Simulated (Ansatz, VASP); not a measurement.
## BAs: VASP beside Ansatz

File INCAR:

```
PREC     = Accurate       # precision mode
ENCUT    = 520            # plane-wave cutoff, eV
EDIFF    = 1E-7           # SCF threshold, eV
ISMEAR   = -1             # smearing method
SIGMA    = 0.03           # smearing width, eV
LREAL    = False          # projectors in reciprocal space
LASPH    = True           # aspherical terms in the spheres
NELM     = 100            # most SCF steps
ALGO     = Normal         # electronic algorithm
ISIF     = 2              # what is computed and relaxed
LWAVE    = False          # write WAVECAR
LCHARG   = False          # write CHGCAR
GGA      = PE             # functional
NBANDS   = 11             # bands
```

File KPOINTS:

```
regular mesh
0
Gamma
  10 10 10
```

POSCAR

```
BAs
1.0
    0.0000000000      2.4096270000      2.4096270000
    2.4096270000      0.0000000000      2.4096270000
    2.4096270000      2.4096270000      0.0000000000
B As
1 1
Direct
    0.7500000000      0.7500000000      0.7500000000
    0.0000000000      0.0000000000      0.0000000000
```

Input for Ansatz:

```yaml
crystal:
  lattice:
    - [0.0, 2.409627, 2.409627]
    - [2.409627, 0.0, 2.409627]
    - [2.409627, 2.409627, 0.0]
  atoms:
    - { symbol: B, position: [0.75, 0.75, 0.75] }
    - { symbol: As, position: [0.0, 0.0, 0.0] }
kpoints:
  mp_grid: { grid: [10, 10, 10] }
  band_path:
    path:
      - [0.0, 0.0, 0.0]
      - [-0.5, -0.5, 0.0]
      - [-0.375, -0.375, 0.25]
      - [-0.375, 0.0, 0.375]
      - [0.0, 0.0, 0.0]
      - [0.0, 0.0, 0.5]
      - [-0.5, -0.25, 0.25]
      - [-0.5, -0.5, 0.0]
    npoints: 14
scf:
  occupations: { method: fermi_dirac, width: 0.03 }
hamiltonian:
  xc: pbe
  pseudopotentials: { kind: all_electron, lapw: { basis_error: 0.001 } }
output:
  forces: true
  stress: true
  eigenvalues: true
  populations: true
```

Alike in both runs: task single point; functional PBE; k mesh 10 × 10 × 10; occupations fermi-dirac, width 0.03 eV; no spin polarisation.

|  | VASP | Ansatz |
| --- | --- | --- |
| version | VASP 6.6.1 | Ansatz 0.2.0 |
| potentials or method | VASP PAW PBE potentials, release 64 (B, As), cutoff 520 eV | all-electron LAPW, scalar-relativistic |

```tsv
	VASP	Ansatz	Ansatz less VASP
gap on the k mesh at the Fermi level (eV)	1.20	1.21	+0.010
pressure (GPa)	-0.2	-0.8	-0.61
```

Ansatz ran all-electron here, and VASP with PAW potentials.
